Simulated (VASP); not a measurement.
Input of a VASP 6.6.1 run:

Contents of INCAR:

```
SYSTEM = MgO
ALGO = Normal ; EDIFF = 1E-6
ENCUT = 840 ; GGA = PE
GGA_COMPAT = .False. ; ISIF = 2
ISMEAR = 0 ; LASPH = .True.
LCHARG = .False. ; LREAL = .False.
LWAVE = .False. ; NBANDS = 15
NELM = 120 ; PREC = Accurate
SIGMA = 0.02
```

The input KPOINTS:

```
k-points
0
Gamma
  8 8 8
  0 0 0
```

Contents of POSCAR:

```
MgO
1.0
    0.0000000000      2.1059355641      2.1420708143
    2.1059355641      0.0000000000      2.1420708143
    2.1059355641      2.1059355641      0.0000000000
Mg O
1 1
Direct
    0.0000000000      0.0000000000      0.0000000000
    0.5000000000      0.5000000000      0.5000000000
```

Potentials or basis: VASP PAW PBE potentials, release 64 (Mg_sv, O).

Command:

```console
$ cat potpaw_PBE.64/Mg_sv/POTCAR potpaw_PBE.64/O/POTCAR > POTCAR
$ mpirun -np 1 vasp_std > vasp.out
```

Question: What does it give for the pressure?

Answer: 2.1 GPa.

Question: Predict the band gap on the k mesh.

Answer: 4.55 eV.

Stress tensor (GPa, compression positive):
```
 3.18  0.00  0.00
 0.00  3.18  0.00
 0.00  0.00 -0.06
```

Caveat: the cell differs from its parent crystal (strained cell).
